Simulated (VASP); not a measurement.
Input of a VASP 6.6.1 run:

INCAR

```
  PREC = Accurate
  ENCUT = 520
  EDIFF = 1E-6
  ISMEAR = 0
  SIGMA = 0.1
  LREAL = F
  LASPH = T
  NELM = 100
  ALGO = Normal
  ISIF = 2
  LWAVE = F
  LCHARG = F
  GGA = PE
  NBANDS = 20
```

The input KPOINTS:

```
Automatic mesh
0
Gamma
  6 6 6
```

Contents of POSCAR:

```
BeCd2
1.0
    0.0000000000      3.1616969676      3.1616969676
    3.1616969676      0.0000000000      3.1616969676
    3.1616969676      3.1616969676      0.0000000000
Be Cd
1 2
Direct
    0.2500000000      0.2500000000      0.2500000000
    0.5000000000      0.5000000000      0.5000000000
    0.7500000000      0.7500000000      0.7500000000
```

Potentials or basis: VASP PAW PBE potentials, release 64 (Be, Cd).

Run with:

```sh
$ cat potpaw_PBE.64/Be/POTCAR potpaw_PBE.64/Cd/POTCAR > POTCAR
$ mpirun -np 1 vasp_std > vasp.out
```

(1) What does it give for the pressure?

(2) Predict the band gap on the k mesh.

Answers

(1) 0.2 GPa.

(2) zero (bands 13 and 14 overlap by 4.08 eV).
